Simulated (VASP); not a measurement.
Wanted: the native input for a VASP 6.6.1 run.

- Task: single point
- Functional: PBE
- Potentials or basis: VASP PAW PBE potentials, release 64 (Cu, O)
- Cutoff: 520 eV
- k mesh: 9 × 9 × 5
- Occupations: fermi-dirac, width 0.05 eV
- Spin: no spin polarisation
- Dipole correction: no
- Further INCAR settings: ALGO = Normal; EDIFF = 1e-06; NBANDS = 25

The structure of CuO lies in POSCAR:

```
CuO
1.0
    3.3312928712      0.0000000000      0.0000000000
   -1.6656464306      2.8849842492      0.0000000000
    0.0000000000      0.0000000000      5.4558885767
Cu O
2 2
Direct
    0.6666666667      0.3333333333      0.0000000000
    0.3333333333      0.6666666667      0.5000000000
    0.6666666667      0.3333333333      0.6252000000
    0.3333333333      0.6666666667      0.1252000000
```

These files were run (other wordings do the same):

INCAR

```
PREC = Accurate
ENCUT = 520
EDIFF = 1E-6
ISMEAR = -1
SIGMA = 0.05
LREAL = F
LASPH = T
NELM = 60
ALGO = Normal
ISIF = 2
LWAVE = F
LCHARG = T
GGA = PE
LELF = T
LVHAR = T
NBANDS = 25
```

KPOINTS

```
regular mesh
0
Gamma
  9 9 5
```

Potentials or basis: VASP PAW PBE potentials, release 64 (Cu, O).

Run with:

```bash
$ cat potpaw_PBE.64/Cu/POTCAR potpaw_PBE.64/O/POTCAR > POTCAR
$ mpirun -np 1 vasp_std > vasp.out
```

It gave:

```
Pressure               : -12.0 GPa
Largest force          : 0.058 eV/Å
Band gap on the k mesh : zero (band 17 reaches 3.37 eV, above the bottom of band 18 at 2.12 eV)
```

Caveat: semilocal functionals often make such compounds metallic where correlation or magnetic order opens a gap, which also shifts bond lengths.

It took 37 s on 1 thread of Intel(R) Xeon(R) 6975P-C (Granite Rapids) (shared host), peak memory 0.19 GiB.
